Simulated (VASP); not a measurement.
Here is a VASP 6.6.1 calculation.

Contents of INCAR:

```
ALGO = Normal ; EDIFF = 1E-7
ENCUT = 520 ; GGA = PE
ISIF = 2 ; ISMEAR = -1
IVDW = 12 ; LASPH = T
LCHARG = F ; LREAL = F
LWAVE = F ; NBANDS = 50
NELM = 80 ; PREC = Accurate
SIGMA = 0.15
```

Contents of KPOINTS:

```
k-points
0
Gamma
  10 10 4
```

The input POSCAR:

```
SnO
1.0
    2.7104567667     -2.7104563192      0.0000000000
    2.7104567667      2.7104563192      0.0000000000
    0.0000000000      0.0000000000      9.4945658274
Sn O
4 4
Direct
   -0.0000016208      0.0000016208      0.0007530971
    0.0000016208     -0.0000016208      0.5007530971
    0.5000014072      0.4999985928      0.2562469724
    0.4999985928      0.5000014072      0.7562469724
    1.0000003979      0.4999993880      0.3784999653
   -0.0000003979      0.5000006120      0.8784999653
    0.5000006120     -0.0000003979      0.3784999653
    0.4999993880      1.0000003979      0.8784999653
```

Potentials or basis: VASP PAW PBE potentials, release 64 (Sn_d, O).

Launch:

```bash
$ cat potpaw_PBE.64/Sn_d/POTCAR potpaw_PBE.64/O/POTCAR > POTCAR
$ mpirun -np 1 vasp_std > vasp.out
```

(1) What does it give for the largest force?

(2) Predict the band gap on the k mesh.

(3) Estimate the pressure.

Answers

(1) 0.080 eV/Å.

(2) zero (bands 40 and 41 overlap by 0.03 eV).

(3) 0.2 GPa.

Caveat: semilocal functionals underestimate gaps, so a narrow gap can read as zero; spin-orbit coupling is left out, which moves the levels of the heavy elements.
